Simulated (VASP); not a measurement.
# Si4C (P6_3/mmc) in VASP: notebook

Runs on Si4C. Level: PBE. Tasks: relaxation of cell and atoms, single point.

Program: VASP 6.6.1. These are calculated values, not measurements. Logs are shortened: lines on timing, memory, paths and dates and some standing lists are left out, and cuts for length are marked.

## (1) The cell of the first run

The structure is hexagonal, space group P6_3/mmc (No. 194). Conventional cell: a = 2.790 Å, b = 2.790 Å, c = 21.842 Å, α = 90.00°, β = 90.00°, γ = 120.00°. Si (site symmetry 3m) has 9 Si at 2.71 to 2.79 Å and 3 C at 2.71 Å within 3.6 Å. Within 3.6 Å of Si (site symmetry 3m) lie 12 Si at 2.71 to 2.79 Å. C (site symmetry -6m2) has 6 Si at 2.71 Å and 6 C at 2.79 Å within 3.6 Å.

## (2) Relaxation of cell and atoms, PBE

File INCAR:

```
SYSTEM = Si4C
ALGO = Normal ; EDIFF = 1E-6
EDIFFG = -0.04 ; ENCUT = 600
GGA = PE ; IBRION = 2
ISIF = 3 ; ISMEAR = 0
LASPH = .True. ; LCHARG = .False.
LREAL = .False. ; LWAVE = .False.
NELM = 100 ; NSW = 90
PREC = Accurate ; SIGMA = 0.1
```

File KPOINTS:

```
k-points
0
Gamma
  6 6 1
  0 0 0
```

File POSCAR:

```
Si4C
1.0
    2.7895866000      0.0000000000      0.0000000000
   -1.3947933000      2.4158528600      0.0000000000
    0.0000000000      0.0000000000     21.8417344600
Si C
8 2
Direct
    0.3333333300      0.6666666700      0.8500000000
    0.3333333300      0.6666666700      0.0500000000
    0.3333333300      0.6666666700      0.4500000000
    0.3333333300      0.6666666700      0.6500000000
    0.6666666700      0.3333333300      0.9500000000
    0.6666666700      0.3333333300      0.1500000000
    0.6666666700      0.3333333300      0.3500000000
    0.6666666700      0.3333333300      0.5500000000
    0.3333333300      0.6666666700      0.2500000000
    0.6666666700      0.3333333300      0.7500000000
```

Potentials or basis: VASP PAW PBE potentials, release 64 (Si, C).

Run with:

```sh
$ cat potpaw_PBE.64/Si/POTCAR potpaw_PBE.64/C/POTCAR > POTCAR
$ mpirun -np 1 vasp_std > vasp.out
```

OUTCAR:

```text
SYSTEM = Si4C
   EDIFF = 1E-6
   EDIFFG = -0.04
   ENCUT = 600
   GGA = PE
   IBRION = 2
   ISIF = 3
   ISMEAR = 0
   LASPH = .True.
   LREAL = .False.
   NELM = 100
   NSW = 90
   PREC = Accurate

 ion  position               nearest neighbor table
   1  0.333  0.667  0.850-   5 2.71   5 2.71   5 2.71
   2  0.333  0.667  0.050-   5 2.71   6 2.71   5 2.71   6 2.71   5 2.71   6 2.71
   3  0.333  0.667  0.450-   8 2.71   7 2.71   8 2.71   7 2.71   8 2.71   7 2.71
   4  0.333  0.667  0.650-   8 2.71   8 2.71   8 2.71
   5  0.667  0.333  0.950-   2 2.71   1 2.71   2 2.71   1 2.71   2 2.71   1 2.71
   6  0.667  0.333  0.150-   2 2.71   2 2.71   2 2.71
   7  0.667  0.333  0.350-   3 2.71   3 2.71   3 2.71
   8  0.667  0.333  0.550-   3 2.71   4 2.71   3 2.71   4 2.71   3 2.71   4 2.71
   9  0.333  0.667  0.250-
  10  0.667  0.333  0.750-

  LATTYP: Found a hexagonal cell.
 ALAT       =     2.7895866000
 C/A-ratio  =     7.8297388079

  Lattice vectors:

 A1 = (   2.7895866000,   0.0000000000,   0.0000000000)
 A2 = (  -1.3947933000,   2.4158528600,   0.0000000000)
 A3 = (   0.0000000000,   0.0000000000,  21.8417344600)

Analysis of symmetry for initial positions (statically):
=====================================================================
 Subroutine PRICEL returns:
 Original cell was already a primitive cell.

 Routine SETGRP: Setting up the symmetry group for a
 hexagonal supercell.

 Subroutine GETGRP returns: Found 24 space group operations
 (whereof 12 operations were pure point group operations)
 out of a pool of 24 trial point group operations.

The static configuration has the point symmetry D_3d.
 The point group associated with its full space group is D_6h.

Analysis of symmetry for dynamics (positions and initial velocities):
=====================================================================
 Subroutine PRICEL returns:
 Original cell was already a primitive cell.

 Routine SETGRP: Setting up the symmetry group for a
 hexagonal supercell.

 Subroutine GETGRP returns: Found 24 space group operations
 (whereof 12 operations were pure point group operations)
 out of a pool of 24 trial point group operations.

The dynamic configuration has the point symmetry D_3d.
 The point group associated with its full space group is D_6h.

 Subroutine INISYM returns: Found 24 space group operations
 (whereof 12 operations are pure point group operations),
 and found     1 'primitive' translations

----------------------------------------------------------------------------------------

                                     Primitive cell

  volume of cell :     147.1965

  direct lattice vectors                    reciprocal lattice vectors
     2.789586600  0.000000000  0.000000000     0.358476055  0.206966247  0.000000000
    -1.394793300  2.415852860  0.000000000     0.000000000  0.413932494  0.000000000
     0.000000000  0.000000000 21.841734460     0.000000000  0.000000000  0.045783910

  length of vectors
     2.789586600  2.789586599 21.841734460     0.413932494  0.413932494  0.045783910

  position of ions in fractional coordinates (direct lattice)
     0.333333330  0.666666670  0.850000000
     0.333333330  0.666666670  0.050000000
     0.333333330  0.666666670  0.450000000
     0.333333330  0.666666670  0.650000000
     0.666666670  0.333333330  0.950000000
     0.666666670  0.333333330  0.150000000
     0.666666670  0.333333330  0.350000000
     0.666666670  0.333333330  0.550000000
     0.333333330  0.666666670  0.250000000
     0.666666670  0.333333330  0.750000000

  ion indices of the primitive-cell ions
   primitive index   ion index
                 1           1
                 2           2
                 3           3
                 4           4
                 5           5
                 6           6
                 7           7
                 8           8
                 9           9
                10          10

----------------------------------------------------------------------------------------

 KPOINTS: k-points

Automatic generation of k-mesh.
 Grid dimensions read from file:
 generate k-points for:    6    6    1

 Generating k-lattice:

  Cartesian coordinates                     Fractional coordinates (reciprocal lattice)
     0.059746009  0.034494375  0.000000000     0.166666667  0.000000000  0.000000000
     0.000000000  0.068988749  0.000000000     0.000000000  0.166666667  0.000000000
     0.000000000  0.000000000  0.045783910     0.000000000  0.000000000  1.000000000

  Length of vectors
     0.068988749  0.068988749  0.045783910

  Shift w.r.t. Gamma in fractional coordinates (k-lattice)
     0.000000000  0.000000000  0.000000000

 Subroutine IBZKPT returns following result:
 ===========================================

 Found      7 irreducible k-points:

 Following reciprocal coordinates:
            Coordinates               Weight
  0.000000  0.000000  0.000000      1.000000
  0.166667  0.000000  0.000000      6.000000
  0.333333  0.000000  0.000000      6.000000
  0.500000  0.000000  0.000000      3.000000
  0.166667  0.166667  0.000000      6.000000
  0.333333  0.166667  0.000000     12.000000
  0.333333  0.333333  0.000000      2.000000
   k-points           NKPTS =      7   k-points in BZ     NKDIM =      7   number of bands    NBANDS=     26
   number of dos      NEDOS =    301   number of ions     NIONS =     10
   total plane-waves  NPLWV = 103680
   dimension x,y,z NGX =    24 NGY =   24 NGZ =  180
   dimension x,y,z NGXF=    48 NGYF=   48 NGZF=  360
   ions per type =               8   2
   NGX,Y,Z   is equivalent  to a cutoff of  14.30, 14.30, 13.70 a.u.
   NGXF,Y,Z  is equivalent  to a cutoff of  28.61, 28.61, 27.40 a.u.
 SYSTEM =  Si4C
   PREC   = accura    normal or accurate (medium, high low for compatibility)
   ISTART =      0    job   : 0-new  1-cont  2-samecut
   ICHARG =      2    charge: 1-file 2-atom 10-const
   ISPIN  =      1    spin polarized calculation?
   LNONCOLLINEAR =      F non collinear calculations
   LSORBIT =      F    spin-orbit coupling
   LASPH  =      T    aspherical Exc in radial PAW
   ENCUT  =  600.0 eV  44.10 Ry    6.64 a.u.   5.57  5.57 43.62*2*pi/ulx,y,z
   NELM   =    100;   NELMIN=  2; NELMDL= -5     # of ELM steps
   EDIFF  = 0.1E-05   stopping-criterion for ELM
   LREAL  =      F    real-space projection
   EDIFFG = -.4E-01   stopping-criterion for IOM
   NSW    =     90    number of steps for IOM
   IBRION =      2    ionic relax: 0-MD 1-quasi-New 2-CG
   NFREE  =      1    steps in history (QN), initial steepest desc. (CG)
   ISIF   =      3    stress and relaxation
   ISYM   =      2    0-nonsym 1-usesym 2-fastsym
   POTIM  = 0.5000    time-step for ionic-motion
   TEBEG  =    0.0;   TEEND  =   0.0 temperature during run
   PSTRESS=    0.0 pullay stress
   NELECT =      40.0000    total number of electrons
   NUPDOWN=      -1.0000    fix difference up-down
   EMIN   =  10.00;   EMAX   =-10.00  energy-range for DOS
   EFERMI =   0.00;   METHOD = LEGACY
   ISMEAR =     0;   SIGMA  =   0.10  broadening in eV -4-tet -1-fermi 0-gaus
   EFERMI_NEDOS =   21; number of points for ismear=-14 and -15
   IALGO  =     38    algorithm
   IMIX   =      4    mixing-type and parameters
     AMIX     =   0.40;   BMIX     =  1.00
     AMIX_MAG =   1.60;   BMIX_MAG =  1.00
  volume/ion in A,a.u.               =      14.72        99.33
  Fermi-wavevector in a.u.,A,eV,Ry     =   1.060382  2.003831 15.298526  1.124410
  Thomas-Fermi vector in A             =   2.195761
   LORBIT       =      0    0 simple, 1 ext, 2 COOP (PROOUT), +10 PAW based schemes
   GGA     = PE    functional components
   LHFCALC =     F    Hartree Fock is set to
   AEXX    =    0.0000 exact exchange contribution
   IVDW    =     0    specifies the selected vdW correction
   LEPSILON=     F    determine dielectric tensor
   LRPA    =     F    only Hartree local field effects (RPA)
 conjugate gradient relaxation of ions
 non-spin polarized calculation
 Gauss-broadening in eV      SIGMA  =   0.10
  energy-cutoff  :      600.00
  volume of cell :      147.20
 maximum number of plane-waves:      4963
 NGX is ok and might be reduce to    24
   NGX = 11   NGY = 11   NGZ = 87

--------------------------------------- Ionic step        1  -------------------------------------------

 number of electron      40.0000000 magnetization

 Free energy of the ion-electron system (eV)
  ---------------------------------------------------
  ext. energy  EPLUGINS =         0.00000000
  ---------------------------------------------------
  free energy    TOTEN  =       -47.45665329 eV

  energy without entropy =      -47.41585420  energy(sigma->0) =      -47.43625375

------------------------ aborting loop because EDIFF is reached ----------------------------------------

  FORCE on cell =-STRESS in cart. coord.  units (eV):
  Direction    XX          YY          ZZ          XY          YZ          ZX
  --------------------------------------------------------------------------------------
  -------------------------------------------------------------------------------------
  Total       -4.3772863     -4.3772862    -18.7271690      0.0000000      0.0000000      0.0000000
  in kB      -47.6450822    -47.6450821   -203.8380520      0.0000000      0.0000000      0.0000000
  external PRESSURE =     -99.7094054 kB  Pullay stress =       0.0000000 kB
[... 113 lines left out ...]
  FREE ENERGIE OF THE ION-ELECTRON SYSTEM (eV)
  ---------------------------------------------------
  free  energy   TOTEN  =       -49.1325332641 eV

  energy  without entropy=      -49.1071520198  energy(sigma->0) =      -49.11984264

 E-fermi :   9.6473     XC(G=0): -11.2693

 val. band max:        9.6101334640   @ k =   0.1667   0.1667   0.0000
 cond. band min:       9.6987876205   @ k =   0.3333   0.1667   0.0000
 fundamental gap:      0.0886541565
 Fermi energy:         9.6472925271

 k-point     1 :       0.0000    0.0000    0.0000
  band No.  band energies     occupation
      1      -6.1743      2.00000
      2      -6.1344      2.00000
      3      -3.9583      2.00000
      4      -3.3717      2.00000
      5      -2.7039      2.00000
      6      -0.8185      2.00000
[... 192 lines left out ...]
     25       8.5777      2.00000
     26      11.0535      0.00000

[... ionic steps 4 to 19 ...]

--------------------------------------- Ionic step       20  -------------------------------------------

 number of electron      40.0000002 magnetization

------------------------ aborting loop because EDIFF is reached ----------------------------------------
[... 83 lines left out ...]
--------------------------------------- Ionic step       22  -------------------------------------------

 number of electron      40.0000002 magnetization

 Free energy of the ion-electron system (eV)
  ---------------------------------------------------
  ext. energy  EPLUGINS =         0.00000000
  ---------------------------------------------------
  free energy    TOTEN  =       -55.44456466 eV

  energy without entropy =      -55.42994995  energy(sigma->0) =      -55.43725730

 E-fermi :  10.1633     XC(G=0): -11.3954

 val. band max:       10.0623178406   @ k =   0.1667   0.1667   0.0000
 cond. band min:      10.2425497786   @ k =   0.3333   0.1667   0.0000
 fundamental gap:      0.1802319380
 Fermi energy:        10.1632691546

 k-point     1 :       0.0000    0.0000    0.0000
  band No.  band energies     occupation
      1      -6.5494      2.00000
      2      -6.5277      2.00000
      3      -3.6387      2.00000
      4      -3.1196      2.00000
      5      -2.3304      2.00000
      6      -0.6172      2.00000
[... 229 lines left out ...]
  FREE ENERGIE OF THE ION-ELECTRON SYSTEM (eV)
  ---------------------------------------------------
  free  energy   TOTEN  =       -55.4445646567 eV

  energy  without entropy=      -55.4299499512  energy(sigma->0) =      -55.43725730

 reached required accuracy - stopping structural energy minimisation
```

Run time: 6.5 min. Hardware: 1 thread of AMD EPYC 9R45 (Zen 5), shared host; peak memory 0.29 GiB.

Results:

* Free energy: -55.4446 eV
* Relaxed volume: 12.59 Å³/atom
* Relaxed cell: a = 2.931 Å, b = 2.931 Å, c = 16.931 Å, α = 90.00°, β = 90.00°, γ = 120.00°
* Space group after relaxing (to 0.05 Å): P6_3/mmc (No. 194)
* Energy gained by relaxing: 798.8 meV/atom
* Ionic steps: 22
* Pressure after relaxing: 0.1 GPa
* Largest force after relaxing: 0.017 eV/Å
* Band gap on the k mesh: zero (band 20 reaches 15.42 eV, above the bottom of band 21 at 8.39 eV)

Forces in eV/Å, atoms in the order of the input:
```
Si   0.000  0.000  0.017
Si   0.000  0.000 -0.012
Si   0.000  0.000  0.012
Si   0.000  0.000 -0.017
Si   0.000  0.000  0.012
Si   0.000  0.000 -0.017
Si   0.000  0.000  0.017
Si   0.000  0.000 -0.012
C    0.000  0.000  0.000
C    0.000  0.000  0.000
```

The path:
| step | energy change (eV) | largest force (eV/Å) | pressure (GPa) | volume (Å³) |
| --- | --- | --- | --- | --- |
| 1 | 0.0000 | 1.4381 | -9.97 | 147.20 |
| 2 | -1.4509 | 1.9584 | 0.17 | 128.30 |
| 3 | -1.6759 | 2.2470 | 8.21 | 119.52 |
| 4 | -3.5326 | 2.9879 | 5.06 | 118.81 |
| 5 | -4.2723 | 7.2892 | 26.77 | 114.12 |
| 6 | -5.6108 | 2.5525 | 7.28 | 117.71 |
| 7 | -7.2273 | 2.1409 | 11.13 | 116.14 |
| 8 | -7.1653 | 2.1762 | 13.55 | 115.64 |
| 9 | -7.2452 | 2.1938 | 11.96 | 115.94 |
| 10 | -6.8453 | 3.4142 | -0.82 | 131.56 |
| 11 | -7.6852 | 1.0999 | 4.97 | 122.03 |
| 12 | -7.6834 | 1.7210 | -5.46 | 130.24 |
| 13 | -7.9531 | 0.4106 | -1.08 | 125.96 |
| 14 | -7.9544 | 0.3267 | -0.73 | 125.70 |
| 15 | -7.9730 | 0.1645 | 0.15 | 125.15 |
| 16 | -7.9790 | 0.0796 | 0.89 | 124.76 |
| 17 | -7.9717 | 0.1902 | 2.11 | 123.97 |
| 18 | -7.9801 | 0.0351 | 1.20 | 124.59 |
| 19 | -7.9864 | 0.0435 | -0.04 | 125.96 |
| 20 | -7.9872 | 0.0502 | 0.25 | 125.66 |
| 21 | -7.9876 | 0.0620 | -0.01 | 126.10 |
| 22 | -7.9879 | 0.0174 | 0.09 | 125.92 |

Final structure:
```
CELL_PARAMETERS angstrom
2.93056 0.00000 0.00000
-1.46528 2.53794 0.00000
0.00000 0.00000 16.93078
ATOMIC_POSITIONS crystal
Si 0.33333 0.66667 0.82188
Si 0.33333 0.66667 0.05567
Si 0.33333 0.66667 0.44433
Si 0.33333 0.66667 0.67812
Si 0.66667 0.33333 0.94433
Si 0.66667 0.33333 0.17812
Si 0.66667 0.33333 0.32188
Si 0.66667 0.33333 0.55567
C 0.33333 0.66667 0.25000
C 0.66667 0.33333 0.75000
```

Levels at points of the mesh, in eV from the Fermi level:
```tsv
k point	band 17	band 18	band 19	band 20	band 21	band 22	band 23	band 24
(0.00, 0.00, 0.00)	2.41	4.39	4.47	5.26	5.43	5.43	5.53	5.53
(0.50, 0.00, 0.00)	-2.93	-2.66	-1.70	-1.53	0.54	1.48	1.53	1.75
```

Caveat: the k points lie up to 0.41 Å⁻¹ apart in the final cell.

## (3) Single point, PBE

This run uses another cell than the first one, of 12.67 Å³/atom, 0.861 times its volume.

File INCAR:

```
ALGO = Normal
EDIFF = 1E-6
ENCUT = 520
GGA = PE
ISIF = 2
ISMEAR = 0
LASPH = T
LCHARG = F
LREAL = F
LWAVE = F
NBANDS = 31
NELM = 60
PREC = Accurate
SIGMA = 0.1
```

File KPOINTS:

```
k-points
0
Gamma
  12 12 4
```

File POSCAR:

```
Si4C
1.0
    2.8569549245      0.0000000000      0.0000000000
   -1.4284774622      2.4741955421      0.0000000000
    0.0000000000      0.0000000000     17.9189834971
Si C
8 2
Direct
    0.3333333333      0.6666666667      0.8175775479
    0.3333333333      0.6666666667      0.0575963734
    0.3333333333      0.6666666667      0.4424036266
    0.3333333333      0.6666666667      0.6824224521
    0.6666666667      0.3333333333      0.9424036266
    0.6666666667      0.3333333333      0.1824224521
    0.6666666667      0.3333333333      0.3175775479
    0.6666666667      0.3333333333      0.5575963734
    0.3333333333      0.6666666667      0.2500000000
    0.6666666667      0.3333333333      0.7500000000
```

Potentials or basis: VASP PAW PBE potentials, release 64 (Si, C).

Run with:

```sh
$ cat potpaw_PBE.64/Si/POTCAR potpaw_PBE.64/C/POTCAR > POTCAR
$ mpirun -np 1 vasp_std > vasp.out
```

Wall time 2.4 min (1 thread of AMD EPYC 9R45 (Zen 5), shared host); peak memory 0.33 GiB.

The run converged. Its results:

| Quantity | Value |
| --- | --- |
| Free energy | -55.3741 eV |
| Pressure | 0.0 GPa |
| Largest force | 0.025 eV/Å |
| Band gap on the k mesh | zero (band 20 reaches 15.59 eV, above the bottom of band 21 at 7.94 eV) |

Forces on the atoms (eV/Å):
```
Si   0.000  0.000 -0.025
Si   0.000  0.000 -0.006
Si   0.000  0.000  0.006
Si   0.000  0.000  0.025
Si   0.000  0.000  0.006
Si   0.000  0.000  0.025
Si   0.000  0.000 -0.025
Si   0.000  0.000 -0.006
C    0.000  0.000  0.000
C    0.000  0.000  0.000
```

Stress tensor (GPa, compression positive):
```
 0.07  0.00  0.00
 0.00  0.07  0.00
 0.00  0.00 -0.18
```

Levels at points of the mesh, in eV from the Fermi level:
```csv
k point,band 17,band 18,band 19,band 20,band 21,band 22,band 23,band 24
"(0.00, 0.00, 0.00)",0.69,3.76,5.45,5.48,6.20,6.69,6.69,6.74
"(0.50, 0.00, 0.00)",-3.06,-2.91,-2.28,-1.61,-0.02,1.11,1.35,2.07
"(0.00, 0.00, 0.50)",2.38,2.38,5.48,5.48,6.70,6.70,6.70,6.70
"(0.50, 0.00, 0.50)",-3.19,-3.19,-1.60,-1.60,0.05,0.05,2.42,2.42
```

(Continued in part 2 of 2.)
